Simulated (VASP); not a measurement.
Set up this calculation in VASP 6.6.1, as the native input.

```
Task                   : molecular dynamics
Functional             : PBE
Potentials or basis    : VASP PAW PBE potentials, release 64 (Ga_d, N)
Cutoff                 : 520 eV
k mesh                 : 1 × 1 × 1, shifted
Occupations            : fermi-dirac, width 0.05 eV
Spin                   : no spin polarisation
Dipole correction      : no
Further INCAR settings : ALGO = Normal; EDIFF = 1e-05; ISYM = 0; IBRION = 0; POTIM = 2.0; NSW = 40
```

The structure of GaN lies in POSCAR:

```
GaN
1.0
    5.4688290000     -0.0987570000     -0.2611840000
   -0.0987570000      5.7463480000     -0.0120910000
   -0.2611840000     -0.0120910000      5.5829250000
Ga N
7 7
Direct
    0.0821182640      0.9843483745      0.9034018934
    0.6235730379      0.4368163375      0.3381468823
    0.8669324752      0.9567704331      0.4457461443
    0.0502471773      0.5189714705      0.1670924137
    0.5771361274      0.6599072434      0.8199237279
    0.6355498025      0.1661138207      0.9248487493
    0.1145151073      0.4561767821      0.6469067424
    0.9154229665      0.1777451370      0.1870097683
    0.4513135526      0.3801825173      0.6663898343
    0.2702523306      0.8979205321      0.4536196473
    0.4619870691      0.8969848185      0.5346382296
    0.9410569230      0.6604682056      0.8636780523
    0.4350509703      0.9165303640      0.0035744744
    0.9023334550      0.1867049036      0.6744624637
```

These files were run (other wordings do the same):

INCAR

```
SYSTEM = GaN
PREC = Accurate
ENCUT = 520
EDIFF = 1E-5
ISMEAR = -1
SIGMA = 0.05
LREAL = .False.
LASPH = .True.
NELM = 100
ALGO = Normal
ISIF = 2
LWAVE = .False.
LCHARG = .False.
GGA = PE
ISYM = 0
IBRION = 0
NSW = 40
POTIM = 2.0
TEBEG = 300.0
TEEND = 300.0
NELMIN = 4
RANDOM_SEED = 24553 0 0
MDALGO = 3
LANGEVIN_GAMMA = 15 15
```

KPOINTS

```
Automatic mesh
0
Gamma
  1 1 1
  0.25 0.25 0.25
```

Potentials or basis: VASP PAW PBE potentials, release 64 (Ga_d, N).

The run is started by

```sh
$ cat potpaw_PBE.64/Ga_d/POTCAR potpaw_PBE.64/N/POTCAR > POTCAR
$ mpirun -np 1 vasp_std > vasp.out
```

Run time: 23 min on 1 thread of Intel(R) Xeon(R) Platinum 8259CL CPU @ 2.50GHz (Skylake/Cascade Lake), with other jobs on the host, peak memory 0.29 GiB.
